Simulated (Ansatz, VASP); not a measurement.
**Sc2BeSb2 in VASP and in Ansatz**

INCAR

```
  PREC = Accurate
  ENCUT = 600
  EDIFF = 1E-7
  ISMEAR = 0
  SIGMA = 0.1
  LREAL = F
  LASPH = T
  NELM = 80
  ALGO = Normal
  ISIF = 3
  LWAVE = F
  LCHARG = F
  GGA = PE
  IBRION = 2
  NSW = 90
  EDIFFG = -0.04
```

The input KPOINTS:

```
Automatic mesh
0
Gamma
  6 6 6
```

The input POSCAR:

```
Sc2BeSb2
1.0
   -2.1191158015      2.1191158015      5.5600563109
    2.1191158015     -2.1191158015      5.5600563109
    2.1191158015      2.1191158015     -5.5600563109
Sc Be Sb
2 1 2
Direct
    0.6260000000      0.6260000000      0.0000000000
    0.3740000000      0.3740000000      0.0000000000
    0.0000000000      0.0000000000      0.0000000000
    0.2500000000      0.7500000000      0.5000000000
    0.7500000000      0.2500000000      0.5000000000
```

Input for Ansatz:

```yaml
crystal:
  lattice:
    - [-2.1191158015, 2.1191158015, 5.5600563109]
    - [2.1191158015, -2.1191158015, 5.5600563109]
    - [2.1191158015, 2.1191158015, -5.5600563109]
  atoms:
    - { symbol: Sc, position: [0.626, 0.626, 0.0] }
    - { symbol: Sc, position: [0.374, 0.374, 0.0] }
    - { symbol: Be, position: [0.0, 0.0, 0.0] }
    - { symbol: Sb, position: [0.25, 0.75, 0.5] }
    - { symbol: Sb, position: [0.75, 0.25, 0.5] }
basis:
  ecutwfc: 420
kpoints:
  mp_grid: { grid: [6, 6, 6] }
hamiltonian:
  xc: pbe
scf:
  occupations: { method: gaussian, width: 0.1 }
  lower_state_search: "off"
output:
  forces: true
  stress: true
  eigenvalues: true
relax:
  adjacent_minimum: "off"
  f_tol: 0.04
  max_steps: 70
  cell: { stress_tol: 0.4 }
```

Alike in both runs: task relaxation of cell and atoms; functional PBE; k mesh 6 × 6 × 6; occupations gaussian, width 0.1 eV; no spin polarisation.

```csv
,VASP,Ansatz
version,VASP 6.6.1,Ansatz 0.2.0
potentials or method,"VASP PAW PBE potentials, release 64 (Sc_sv, Be, Sb), cutoff 600 eV","scalar-relativistic, plane waves, PAW"
valence electrons in the cell,34,54
```

VASP gave:

```
gap on the k mesh at the Fermi level, each at its own relaxed structure (eV) : none
relaxed volume (Å³/atom)                                                     : 24.94
relaxed length of the cell vector where the two differ most in proportion (Å)              : 7.977
```

Q: Which values does Ansatz return?

A: gap on the k mesh at the Fermi level, each at its own relaxed structure (eV): none; relaxed volume (Å³/atom): 24.75; relaxed length of the cell vector where the two differ most in proportion (Å): 7.947.

A gap of «none» marks a metal or a gap that the smearing closes. VASP's potentials hold 34 valence electrons a cell and Ansatz's 54, so a difference there can come from the potentials and not from the codes.

Neither program's run includes spin-orbit coupling. Noted on VASP's run: the volume moved by over 15 % at a fixed basis, so the end points are rough.
